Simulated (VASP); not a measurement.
LuH2, 3 atoms in the cell. The structure is cubic, space group Fm-3m (No. 225). The conventional cell has a = 5.033 Å, b = 5.033 Å, c = 5.033 Å, α = 90.00°, β = 90.00°, γ = 90.00°. Within 2.9 Å of Lu (site symmetry m-3m) lie 8 H at 2.18 Å. Within 2.9 Å of H (site symmetry -43m) lie 4 Lu at 2.18 Å and 6 H at 2.52 Å. 

| Property | Result |
| --- | --- |
| Program | VASP 6.6.1 |
| Task | density of states |
| Functional | LDA |
| Potentials or basis | VASP PAW PBE potentials, release 64 (Lu, H) |
| Cutoff | 520 eV |
| k mesh | 8 × 8 × 8 |
| Occupations | fermi-dirac, width 0.02 eV |
| Spin | no spin polarisation |
| Dipole correction | no |
| k mesh for the DOS | 12 × 12 × 12 |
| Occupations for the DOS | tetrahedron |
| Further INCAR settings | ALGO = Normal; EDIFF = 1e-06 |

Potentials or basis: VASP PAW PBE potentials, release 64 (Lu, H).

The run is started by

```sh
$ cat potpaw_PBE.64/Lu/POTCAR potpaw_PBE.64/H/POTCAR > POTCAR
$ cp INCAR.step1 INCAR
$ cp KPOINTS.step1 KPOINTS
$ mpirun -np 1 vasp_std > vasp.out
$ cp INCAR.step2 INCAR
$ cp KPOINTS.step2 KPOINTS
$ mpirun -np 1 vasp_std > vasp.out
```

Hardware: 1 thread of Intel Xeon 6975P-C, with other jobs on the host.

Question: Estimate the wall time of this run.

Answer: Wall time 53 s on 1 thread of Intel Xeon 6975P-C (shared host), peak memory 0.18 GiB. Counts: k points 72.
